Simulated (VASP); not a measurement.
KCl, 4 atoms in the cell. The typed cell holds 4 atoms: a = 4.511 Å, b = 4.511 Å, c = 7.813 Å, α = 73.22°, β = 73.22°, γ = 60.00°.  This cell differs from its parent crystal: atoms displaced along several vibrational modes.

```yaml
Program: VASP 6.6.1
Task: single point
Functional: PBE
Potentials_or_basis: VASP PAW PBE potentials, release 64 (K_sv, Cl)
Cutoff: 520 eV
k_mesh: 6 × 6 × 6
Occupations: gaussian, width 0.05 eV
Spin: no spin polarisation
Dipole_correction: no
Further_INCAR_settings: ALGO = Normal; EDIFF = 1e-06; NBANDS = 24
```

Potentials or basis: VASP PAW PBE potentials, release 64 (K_sv, Cl).

The run is started by

```sh
$ cat potpaw_PBE.64/K_sv/POTCAR potpaw_PBE.64/Cl/POTCAR > POTCAR
$ mpirun -np 1 vasp_std > vasp.out
```

Hardware: 1 thread of AMD EPYC 9R45 96-Core Processor (Zen 5), with other jobs on the host.

Q: How long does it take, and how much memory?

A: It took 2.9 min on 1 thread of AMD EPYC 9R45 96-Core Processor (Zen 5) (shared host), peak memory 0.41 GiB. Counts: scf iterations 14, k points 112.
